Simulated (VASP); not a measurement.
## Al2Cu: single point with PBEsol

The system is Al2Cu.

```
Al Cu
1.0
    -2.02436    2.02436    2.86289
     2.02436   -2.02436    2.86289
     2.02436    2.02436   -2.86289
Al Cu
2 1
Direct
  0.75000 0.25000 0.50000
  0.25000 0.75000 0.50000
  0.50000 0.50000 0.00000
```

```
Program             : VASP 6.6.1
Task                : single point
Functional          : PBEsol
Potentials or basis : VASP PAW PBE potentials, release 64 (Al, Cu)
Cutoff              : 520 eV
k mesh              : 14 × 14 × 14
Occupations         : gaussian, width 0.1 eV
Spin                : no spin polarisation
```

The pressure is 0.5 GPa.

Levels at points of the mesh, in eV from the Fermi level:
```
           k point  band 7  band 8  band 9  band 10  band 11  band 12
(0.00, 0.00, 0.00)    2.90    2.90    2.90     2.96     2.96     2.96
(0.50, 0.00, 0.00)   -4.00    0.61    0.61     2.95     2.95     3.86
(0.50, 0.50, 0.00)   -3.79   -2.01   -2.01     0.39     1.49     9.05
```

Run time: 91 s on 1 thread of Intel Xeon 6975P-C, with other jobs on the host, peak memory 0.22 GiB.

Caveat: the PAW data sets were made with another functional, which shifts forces and pressure a little.
